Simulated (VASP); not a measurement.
Wanted: the native input for a VASP 6.6.1 run.

```
Task                   : single point
Functional             : PBEsol
Potentials or basis    : VASP PAW PBE potentials, release 64 (Ga_d, P)
Cutoff                 : 500 eV
k mesh                 : 10 × 10 × 10
Occupations            : gaussian, width 0.01 eV
Spin                   : no spin polarisation
Dipole correction      : no
Further INCAR settings : ALGO = Normal; EDIFF = 1e-06; NBANDS = 16
```

The structure of GaP lies in POSCAR:

```
GaP
1.0
    0.0000000000      2.7250000000      2.7250000000
    2.7250000000      0.0000000000      2.7250000000
    2.7250000000      2.7250000000      0.0000000000
Ga P
1 1
Direct
    0.0000000000      0.0000000000      0.0000000000
    0.2500000000      0.2500000000      0.2500000000
```

The input as run:

INCAR

```
SYSTEM = GaP
ALGO = Normal
EDIFF = 1E-6
ENCUT = 500
GGA = PS
GGA_COMPAT = .False.
ISIF = 2
ISMEAR = 0
LASPH = .True.
LCHARG = .False.
LREAL = .False.
LWAVE = .False.
NBANDS = 16
NELM = 120
PREC = Accurate
SIGMA = 0.01
```

KPOINTS

```
k-points
0
Gamma
  10 10 10
  0 0 0
```

Potentials or basis: VASP PAW PBE potentials, release 64 (Ga_d, P).

Run with:

```bash
$ cat potpaw_PBE.64/Ga_d/POTCAR potpaw_PBE.64/P/POTCAR > POTCAR
$ mpirun -np 1 vasp_std > vasp.out
```

Results of the run:

The pressure is -0.6 GPa and the band gap on the k mesh is 1.48 eV (least direct gap 1.75 eV).

Caveat: the PAW data sets were made with another functional, which shifts forces and pressure a little.

Run time: 54 s on 1 thread of Intel Xeon 8259CL (shared host), peak memory 0.17 GiB.
